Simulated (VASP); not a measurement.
# TaN in VASP: a series of runs, part 2 of 2

VASP 6.6.1. The steps go on from the part before.

## (3) Single point, PBE, collinear spin, ferromagnetic start

This run uses another cell than the first one, of 149.89 Å³/atom, 0.901 times its volume.

Input file INCAR:

```
  PREC = Accurate
  ENCUT = 520
  EDIFF = 1E-6
  ISMEAR = 0
  SIGMA = 0.05
  LREAL = F
  LASPH = T
  NELM = 150
  ALGO = Normal
  ISIF = 2
  LWAVE = F
  LCHARG = F
  ISPIN = 2
  MAGMOM = 1.5 0.5
  LORBIT = 11
  LMAXMIX = 4
  GGA = PE
  NBANDS = 19
```

Input file KPOINTS:

```
regular mesh
0
Gamma
  1 1 18
```

Input file POSCAR:

```
TaN
1.0
    9.9000000000      0.0000000000      0.0000000000
    0.0000000000      9.3000000000      0.0000000000
    0.0000000000      0.0000000000      3.2560041157
Ta N
1 1
Direct
    0.4530987125      0.5000000000      0.0000000000
    0.5469012875      0.5000000000      0.5000000000
```

Potentials or basis: VASP PAW PBE potentials, release 64 (Ta_pv, N).

Started as:

```console
> cat potpaw_PBE.64/Ta_pv/POTCAR potpaw_PBE.64/N/POTCAR > POTCAR
> mpirun -np 1 vasp_std > vasp.out
```

OUTCAR:

```text
PREC = Accurate
   ENCUT = 520
   EDIFF = 1E-6
   ISMEAR = 0
   LREAL = F
   LASPH = T
   NELM = 150
   ISIF = 2
   ISPIN = 2
   LORBIT = 11
   GGA = PE

 ion  position               nearest neighbor table
   1  0.453  0.500  0.000-   2 1.87   2 1.87
   2  0.547  0.500  0.500-   1 1.87   1 1.87

  LATTYP: Found a simple orthorhombic cell.
 ALAT       =     3.2560041157
 B/A-ratio  =     2.8562617458
 C/A-ratio  =     3.0405366972

  Lattice vectors:

[... 637 lines left out ...]
  in kB        0.4171594     -0.2765713      1.8054772      0.0000000      0.0000000      0.0000000
  external PRESSURE =       0.6486884 kB  Pullay stress =       0.0000000 kB

 VOLUME and BASIS-vectors are now :
 -----------------------------------------------------------------------------
  energy-cutoff  :      520.00
  volume of cell :      299.78
      direct lattice vectors                 reciprocal lattice vectors
     9.900000000  0.000000000  0.000000000     0.101010101  0.000000000  0.000000000
     0.000000000  9.300000000  0.000000000     0.000000000  0.107526882  0.000000000
     0.000000000  0.000000000  3.256004116     0.000000000  0.000000000  0.307124919

 POSITION                                       TOTAL-FORCE (eV/Angst)
 -----------------------------------------------------------------------------------
      4.48568      4.65000      0.00000        -0.130392      0.000000      0.000000
      5.41432      4.65000      1.62800         0.130392      0.000000      0.000000
 -----------------------------------------------------------------------------------
    total drift:                                0.000112      0.000000      0.000000

  FREE ENERGIE OF THE ION-ELECTRON SYSTEM (eV)
  ---------------------------------------------------
  free  energy   TOTEN  =       -17.1370580696 eV

  energy  without entropy=      -17.1346343836  energy(sigma->0) =      -17.13584623

 total charge

# of ion       s       p       d       tot
------------------------------------------
    1        0.413   6.142   2.342   8.897
    2        1.298   2.443   0.000   3.741
--------------------------------------------------
tot          1.711   8.585   2.342  12.638

 magnetization (x)

# of ion       s       p       d       tot
------------------------------------------
    1        0.069   0.005   0.741   0.815
    2       -0.005  -0.065   0.000  -0.070
--------------------------------------------------
tot          0.064  -0.059   0.741   0.745
```

OSZICAR:

```text
N       E                     dE             d eps       ncg     rms          rms(c)
DAV:   1     0.684544390542E+02    0.68454E+02   -0.67656E+03   920   0.553E+02
DAV:   2    -0.995308638710E+01   -0.78408E+02   -0.70525E+02  1200   0.124E+02
[... 14 lines left out ...]
DAV:  17    -0.171369063095E+02   -0.19308E-03   -0.21500E-05   813   0.155E-02    0.420E-03
DAV:  18    -0.171370207423E+02   -0.11443E-03   -0.13639E-05   863   0.979E-03    0.233E-03
DAV:  19    -0.171370453878E+02   -0.24646E-04   -0.25158E-06   902   0.503E-03    0.134E-03
DAV:  20    -0.171370543845E+02   -0.89967E-05   -0.10271E-06   870   0.324E-03    0.995E-04
DAV:  21    -0.171370577740E+02   -0.33895E-05   -0.54197E-07   820   0.220E-03    0.450E-04
DAV:  22    -0.171370580696E+02   -0.29562E-06   -0.72076E-08   815   0.111E-03
   1 F= -.17137058E+02 E0= -.17135846E+02  d E =-.242369E-02  mag=     1.2222
```

Run time: 67 s. Hardware: 1 thread of Intel Xeon 6975P-C (Granite Rapids), shared host; peak memory 0.51 GiB.

Results:

- Free energy: -17.1371 eV
- Largest force: 0.130 eV/Å
- Net moment: 1.22 μB per cell
- Site moments: Ta +0.81; N -0.07 μB
- Valence electrons inside the program's atomic spheres: Ta 8.90; N 3.74

Forces on the atoms (eV/Å):
```
Ta  -0.130  0.000  0.000
N    0.130  0.000  0.000
```

Caveat: spin-orbit coupling is left out, which moves the levels of the heavy elements.

## (4) Single point, PBE, collinear spin, ferromagnetic start

This run uses another cell than the first one, of 164.71 Å³/atom, 0.990 times its volume.

Input file INCAR:

```
SYSTEM = TaN
ALGO = Normal
EDIFF = 1E-7
ENCUT = 520
GGA = PE
ISIF = 2
ISMEAR = 0
ISPIN = 2
LASPH = .True.
LCHARG = .False.
LMAXMIX = 4
LORBIT = 11
LREAL = .False.
LWAVE = .False.
MAGMOM = 1.5 0.5
NBANDS = 19
NELM = 150
PREC = Accurate
SIGMA = 0.05
```

Input file KPOINTS:

```
k-points
0
Gamma
  1 1 18
  0 0 0
```

Input file POSCAR:

```
TaN
1.0
    9.9000000000      0.0000000000      0.0000000000
    0.0000000000      9.3000000000      0.0000000000
    0.0000000000      0.0000000000      3.5779883404
Ta N
1 1
Direct
    0.4548233795      0.5000000000      0.0000000000
    0.5451766205      0.5000000000      0.5000000000
```

Started as:

```console
> cat potpaw_PBE.64/Ta_pv/POTCAR potpaw_PBE.64/N/POTCAR > POTCAR
> mpirun -np 1 vasp_std > vasp.out
```

Run time: 3.4 min. Hardware: 1 thread of Intel Xeon 6975P-C (Granite Rapids), shared host; peak memory 0.57 GiB.

It converged, with:

- Free energy: -16.7113 eV
- Largest force: 2.575 eV/Å
- Net moment: 2.00 μB per cell
- Site moments: Ta +1.19; N -0.12 μB
- Valence electrons inside the program's atomic spheres: Ta 8.67; N 3.62

Forces on the atoms (eV/Å):
```
Ta   2.575  0.000  0.000
N   -2.575  0.000  0.000
```

Levels at points of the mesh, in eV from the Fermi level:
Spin up:
```csv
k point,band 5,band 6,band 7,band 8,band 9,band 10,band 11,band 12,band 13,band 14
"(0.00, 0.00, 0.00)",-3.77,-3.45,-2.26,-1.52,-0.03,0.05,0.92,3.65,3.77,4.17
"(0.00, 0.00, 0.50)",-4.02,-3.21,-1.59,-0.66,-0.26,0.46,0.64,3.22,3.76,4.24
```
Spin down:
```
           k point  band 5  band 6  band 7  band 8  band 9  band 10
(0.00, 0.00, 0.00)   -3.62   -3.43   -2.09    0.06    1.14     1.80
(0.00, 0.00, 0.50)   -3.90   -3.02   -1.59    1.02    1.12     1.54
```

Caveat: spin-orbit coupling is left out, which moves the levels of the heavy elements.

## (5) Overview

| cell | k mesh | gap on the mesh (eV) | moment (μB) | largest force (eV/Å) |
| --- | --- | --- | --- | --- |
| a = 9.000, b = 9.300, c = 3.976 Å, 2 atoms | 1 × 1 × 16 | 0.45 | 2.00 | 0.92 |
| a = 9.900, b = 9.300, c = 3.256 Å, 2 atoms | 1 × 1 × 18 | none | 1.22 | 0.13 |
| a = 9.900, b = 9.300, c = 3.578 Å, 2 atoms | 1 × 1 × 18 | - | 2.00 | 2.57 |

Alike in all rows: task single point; level PBE; potentials or basis VASP PAW PBE potentials, release 64 (Ta_pv, N); spin collinear, ferromagnetic start; cutoff (eV) 520; smearing gaussian 0.05 eV.

Caveats: spin-orbit coupling is left out, which moves the levels of the heavy elements.

Total energies depend on the potentials used, so only differences within one code and one set of settings carry meaning.
